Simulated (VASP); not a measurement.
# Zn in VASP: single point with PBE

Aim: the single point of Zn with PBE.

All numbers are computed with VASP 6.6.1; they aren't measurements. Logs are shortened: lines on timing, memory, paths and dates and some standing lists are left out, and cuts for length are marked.

## Step 1: The cell of the first run

The cell holds a slab with vacuum, 12 atoms: a = 2.633 Å, b = 5.108 Å, c = 27.163 Å, α = 90.00°, β = 90.00°, γ = 90.00°.

## Step 2: Single point, PBE

Contents of INCAR:

```
SYSTEM = Zn
  ALGO = Normal
  DIPOL = 0.5 0.5 0.500
  EDIFF = 1E-6
  ENCUT = 520
  GGA = PE
  IDIPOL = 3
  ISIF = 2
  ISMEAR = 0
  LASPH = .True.
  LCHARG = .True.
  LDIPOL = .True.
  LELF = .True.
  LREAL = .False.
  LVACPOTAV = .True.
  LVHAR = .True.
  LWAVE = .False.
  NBANDS = 84
  NELM = 100
  PREC = Accurate
  SIGMA = 0.1
```

Contents of KPOINTS:

```
k-points
0
Gamma
  13 7 1
  0 0 0
```

Contents of POSCAR:

```
Zn
1.0
    2.6333229228      0.0000000000      0.0000000000
    0.0000000000      5.1082449754      0.0000000000
    0.0000000000      0.0000000000     27.1627975866
Zn
12
Direct
    0.0000000000      0.7500000000      0.2761129437
    0.5000000000      0.2500000000      0.3040988257
    0.5000000000      0.7500000000      0.3600705898
    0.0000000000      0.2500000000      0.3880564718
    0.0000000000      0.7500000000      0.4440282359
    0.5000000000      0.2500000000      0.4720141180
    0.5000000000      0.7500000000      0.5279858820
    0.0000000000      0.2500000000      0.5559717641
    0.0000000000      0.7500000000      0.6119435282
    0.5000000000      0.2500000000      0.6399294102
    0.5000000000      0.7500000000      0.6959011743
    0.0000000000      0.2500000000      0.7238870563
```

Potentials or basis: VASP PAW PBE potentials, release 64 (Zn).

Command:

```bash
> cat potpaw_PBE.64/Zn/POTCAR > POTCAR
> mpirun -np 1 vasp_std > vasp.out
```

OUTCAR:

```text
SYSTEM = Zn
   EDIFF = 1E-6
   ENCUT = 520
   GGA = PE
   ISIF = 2
   ISMEAR = 0
   LASPH = .True.
   LREAL = .False.
   NELM = 100
   PREC = Accurate

 ion  position               nearest neighbor table
   1  0.000  0.750  0.276-   3 2.63   3 2.63   2 2.97   2 2.97   2 2.97   2 2.97
   2  0.500  0.250  0.304-   4 2.63   4 2.63   1 2.97   1 2.97   1 2.97   1 2.97   3 2.97   3 2.97

   3  0.500  0.750  0.360-   5 2.63   5 2.63   1 2.63   1 2.63   4 2.97   4 2.97   4 2.97   4 2.97
                             2 2.97   2 2.97
   4  0.000  0.250  0.388-   2 2.63   2 2.63   6 2.63   6 2.63   3 2.97   3 2.97   3 2.97   3 2.97
                             5 2.97   5 2.97
   5  0.000  0.750  0.444-   3 2.63   3 2.63   7 2.63   7 2.63   4 2.97   4 2.97   6 2.97   6 2.97
                             6 2.97   6 2.97
   6  0.500  0.250  0.472-   8 2.63   8 2.63   4 2.63   4 2.63   7 2.97   7 2.97   5 2.97   5 2.97
                             5 2.97   5 2.97
   7  0.500  0.750  0.528-   5 2.63   5 2.63   9 2.63   9 2.63   6 2.97   6 2.97   8 2.97   8 2.97
                             8 2.97   8 2.97
   8  0.000  0.250  0.556-  10 2.63  10 2.63   6 2.63   6 2.63   9 2.97   9 2.97   7 2.97   7 2.97
                             7 2.97   7 2.97
   9  0.000  0.750  0.612-  11 2.63  11 2.63   7 2.63   7 2.63  10 2.97  10 2.97  10 2.97  10 2.97
                             8 2.97   8 2.97
  10  0.500  0.250  0.640-   8 2.63   8 2.63  12 2.63  12 2.63   9 2.97   9 2.97   9 2.97   9 2.97
                            11 2.97  11 2.97
  11  0.500  0.750  0.696-   9 2.63   9 2.63  12 2.97  12 2.97  12 2.97  12 2.97  10 2.97  10 2.97

  12  0.000  0.250  0.724-  10 2.63  10 2.63  11 2.97  11 2.97  11 2.97  11 2.97

  LATTYP: Found a simple orthorhombic cell.
 ALAT       =     2.6333229228
 B/A-ratio  =     1.9398475330
 C/A-ratio  =    10.3150272044

  Lattice vectors:

 A1 = (   2.6333229228,   0.0000000000,   0.0000000000)
 A2 = (   0.0000000000,   5.1082449754,   0.0000000000)
 A3 = (   0.0000000000,   0.0000000000,  27.1627975866)

Analysis of symmetry for initial positions (statically):
=====================================================================
 Subroutine PRICEL returns:
 Original cell was already a primitive cell.

 Routine SETGRP: Setting up the symmetry group for a
 simple orthorhombic supercell.

 Subroutine GETGRP returns: Found  8 space group operations
 (whereof  4 operations were pure point group operations)
 out of a pool of  8 trial point group operations.

The static configuration has the point symmetry C_2h.
 The point group associated with its full space group is D_2h.

Analysis of symmetry for dynamics (positions and initial velocities):
=====================================================================
 Subroutine PRICEL returns:
 Original cell was already a primitive cell.

 Routine SETGRP: Setting up the symmetry group for a
 simple orthorhombic supercell.

 Subroutine GETGRP returns: Found  8 space group operations
 (whereof  4 operations were pure point group operations)
 out of a pool of  8 trial point group operations.

The dynamic configuration has the point symmetry C_2h.
 The point group associated with its full space group is D_2h.

 Subroutine INISYM returns: Found  8 space group operations
 (whereof  4 operations are pure point group operations),
 and found     1 'primitive' translations

----------------------------------------------------------------------------------------

                                     Primitive cell

  volume of cell :     365.3847

  direct lattice vectors                    reciprocal lattice vectors
     2.633322923  0.000000000  0.000000000     0.379748337  0.000000000  0.000000000
     0.000000000  5.108244975  0.000000000     0.000000000  0.195761950  0.000000000
     0.000000000  0.000000000 27.162797587     0.000000000  0.000000000  0.036815059

  length of vectors
     2.633322923  5.108244975 27.162797587     0.379748337  0.195761950  0.036815059

  position of ions in fractional coordinates (direct lattice)
     0.000000000  0.750000000  0.276112944
     0.500000000  0.250000000  0.304098826
     0.500000000  0.750000000  0.360070590
     0.000000000  0.250000000  0.388056472
     0.000000000  0.750000000  0.444028236
[... 28 lines left out ...]
 Grid dimensions read from file:
 generate k-points for:   13    7    1

 Generating k-lattice:

  Cartesian coordinates                     Fractional coordinates (reciprocal lattice)
     0.029211411  0.000000000  0.000000000     0.076923077  0.000000000  0.000000000
     0.000000000  0.027965993  0.000000000     0.000000000  0.142857143  0.000000000
     0.000000000  0.000000000  0.036815059     0.000000000  0.000000000  1.000000000

  Length of vectors
     0.029211411  0.027965993  0.036815059

  Shift w.r.t. Gamma in fractional coordinates (k-lattice)
     0.000000000  0.000000000  0.000000000

 Subroutine IBZKPT returns following result:
 ===========================================

 Found     28 irreducible k-points:

 Following reciprocal coordinates:
            Coordinates               Weight
  0.000000  0.000000  0.000000      1.000000
  0.076923  0.000000  0.000000      2.000000
  0.153846  0.000000  0.000000      2.000000
  0.230769  0.000000  0.000000      2.000000
  0.307692  0.000000  0.000000      2.000000
  0.384615  0.000000  0.000000      2.000000
[... 16 lines left out ...]
  0.076923  0.428571  0.000000      4.000000
  0.153846  0.428571  0.000000      4.000000
 [... further k-points ...]
   k-points           NKPTS =     28   k-points in BZ     NKDIM =     28   number of bands    NBANDS=     84
   number of dos      NEDOS =    301   number of ions     NIONS =     12
   total plane-waves  NPLWV = 168000
   dimension x,y,z NGX =    20 NGY =   40 NGZ =  210
   dimension x,y,z NGXF=    40 NGYF=   80 NGZF=  420
   ions per type =              12
   NGX,Y,Z   is equivalent  to a cutoff of  12.63, 13.02, 12.85 a.u.
   NGXF,Y,Z  is equivalent  to a cutoff of  25.25, 26.04, 25.71 a.u.
 SYSTEM =  Zn
   PREC   = accura    normal or accurate (medium, high low for compatibility)
   ISTART =      0    job   : 0-new  1-cont  2-samecut
   ICHARG =      2    charge: 1-file 2-atom 10-const
   ISPIN  =      1    spin polarized calculation?
   LNONCOLLINEAR =      F non collinear calculations
   LSORBIT =      F    spin-orbit coupling
   LASPH  =      T    aspherical Exc in radial PAW
   ENCUT  =  520.0 eV  38.22 Ry    6.18 a.u.   4.90  9.50 50.50*2*pi/ulx,y,z
   NELM   =    100;   NELMIN=  2; NELMDL= -5     # of ELM steps
   EDIFF  = 0.1E-05   stopping-criterion for ELM
   LREAL  =      F    real-space projection
[... 7 lines left out ...]
   TEBEG  =    0.0;   TEEND  =   0.0 temperature during run
   PSTRESS=    0.0 pullay stress
   NELECT =     144.0000    total number of electrons
   NUPDOWN=      -1.0000    fix difference up-down
   EMIN   =  10.00;   EMAX   =-10.00  energy-range for DOS
   EFERMI =   0.00;   METHOD = LEGACY
   ISMEAR =     0;   SIGMA  =   0.10  broadening in eV -4-tet -1-fermi 0-gaus
   EFERMI_NEDOS =   21; number of points for ismear=-14 and -15
   IALGO  =     38    algorithm
   IMIX   =      4    mixing-type and parameters
     AMIX     =   0.40;   BMIX     =  1.00
     AMIX_MAG =   1.60;   BMIX_MAG =  1.00
  volume/ion in A,a.u.               =      30.45       205.48
  Fermi-wavevector in a.u.,A,eV,Ry     =   1.200270  2.268181 19.601201  1.440648
  Thomas-Fermi vector in A             =   2.336110
   LORBIT       =      0    0 simple, 1 ext, 2 COOP (PROOUT), +10 PAW based schemes
   GGA     = PE    functional components
   LHFCALC =     F    Hartree Fock is set to
   AEXX    =    0.0000 exact exchange contribution
   IVDW    =     0    specifies the selected vdW correction
   LEPSILON=     F    determine dielectric tensor
   LRPA    =     F    only Hartree local field effects (RPA)
 non-spin polarized calculation
 Gauss-broadening in eV      SIGMA  =   0.10
  energy-cutoff  :      520.00
  volume of cell :      365.38
 maximum number of plane-waves:      9898
 NGX is ok and might be reduce to    20
   NGX =  9   NGY = 19   NGZ =101

 dipolmoment           0.000000      0.000000      0.000000 electrons x Angstroem

 number of electron     143.9999913 magnetization

 dipolmoment           0.000000      0.000000     -0.000000 electrons x Angstroem

 Free energy of the ion-electron system (eV)
  ---------------------------------------------------
  ext. energy  EPLUGINS =         0.00000000
  ---------------------------------------------------
  free energy    TOTEN  =       -11.88758454 eV

  energy without entropy =      -11.86865268  energy(sigma->0) =      -11.87811861

 E-fermi :  -0.6571     XC(G=0):  -6.4876

 val. band max:       -0.6774264781   @ k =   0.0000   0.1429   0.0000
 cond. band min:      -0.6515415120   @ k =   0.1538   0.2857   0.0000
 fundamental gap:      0.0258849661
 Fermi energy:        -0.6571226344

 k-point     1 :       0.0000    0.0000    0.0000
  band No.  band energies     occupation
      1     -10.7118      2.00000
      2     -10.1272      2.00000
      3      -9.3380      2.00000
      4      -9.1309      2.00000
      5      -8.9640      2.00000
      6      -8.9389      2.00000
[... 2077 lines left out ...]
     83       5.0556      0.00000
     84       5.1651      0.00000

 [... further k-points ...]

------------------------ aborting loop because EDIFF is reached ----------------------------------------

  FORCE on cell =-STRESS in cart. coord.  units (eV):
  Direction    XX          YY          ZZ          XY          YZ          ZX
  --------------------------------------------------------------------------------------
  -------------------------------------------------------------------------------------
  Total       -1.2554043     -4.7662417      3.1479358      0.0000000      0.0000000      0.0000000
  in kB       -5.5048295    -20.8995201     13.8034013      0.0000000      0.0000000      0.0000000
  external PRESSURE =      -4.2003161 kB  Pullay stress =       0.0000000 kB

 VOLUME and BASIS-vectors are now :
 -----------------------------------------------------------------------------
  energy-cutoff  :      520.00
  volume of cell :      365.38
      direct lattice vectors                 reciprocal lattice vectors
     2.633322923  0.000000000  0.000000000     0.379748337  0.000000000  0.000000000
     0.000000000  5.108244975  0.000000000     0.000000000  0.195761950  0.000000000
     0.000000000  0.000000000 27.162797587     0.000000000  0.000000000  0.036815059

 POSITION                                       TOTAL-FORCE (eV/Angst)
 -----------------------------------------------------------------------------------
      0.00000      3.83118      7.50000        -0.000000      0.000000     -0.053069
      1.31666      1.27706      8.26017        -0.000000     -0.000000     -0.480468
      1.31666      3.83118      9.78052        -0.000000     -0.000000      0.306116
      0.00000      1.27706     10.54070        -0.000000      0.000000      0.018273
      0.00000      3.83118     12.06105        -0.000000      0.000000      0.099438
      1.31666      1.27706     12.82122        -0.000000      0.000000     -0.102484
      1.31666      3.83118     14.34157        -0.000000     -0.000000      0.102484
      0.00000      1.27706     15.10175        -0.000000     -0.000000     -0.099438
      0.00000      3.83118     16.62210        -0.000000      0.000000     -0.018273
      1.31666      1.27706     17.38227        -0.000000     -0.000000     -0.306116
      1.31666      3.83118     18.90262        -0.000000      0.000000      0.480468
      0.00000      1.27706     19.66280         0.000000      0.000000      0.053069
 -----------------------------------------------------------------------------------
    total drift:                               -0.000000      0.000000     -0.000000

  FREE ENERGIE OF THE ION-ELECTRON SYSTEM (eV)
  ---------------------------------------------------
  free  energy   TOTEN  =       -11.8875845393 eV

  energy  without entropy=      -11.8686526829  energy(sigma->0) =      -11.87811861

 vacuum level on the upper side and lower side of the slab         3.665         3.665
```

Run time: 28 min. Hardware: 1 thread of Intel Xeon Platinum 8259CL at 2.50GHz (Skylake/Cascade Lake), shared host; peak memory 0.76 GiB.

What came out:

```
Free energy            : -11.8876 eV
Largest force          : 0.480 eV/Å
Band gap on the k mesh : zero (band 72 reaches 0.41 eV, above the bottom of band 73 at -2.23 eV)
```

Forces on the atoms (eV/Å):
```
Zn   0.000  0.000 -0.053
Zn   0.000  0.000 -0.480
Zn   0.000  0.000  0.306
Zn   0.000  0.000  0.018
Zn   0.000  0.000  0.099
Zn   0.000  0.000 -0.102
Zn   0.000  0.000  0.102
Zn   0.000  0.000 -0.099
Zn   0.000  0.000 -0.018
Zn   0.000  0.000 -0.306
Zn   0.000  0.000  0.480
Zn   0.000  0.000  0.053
```
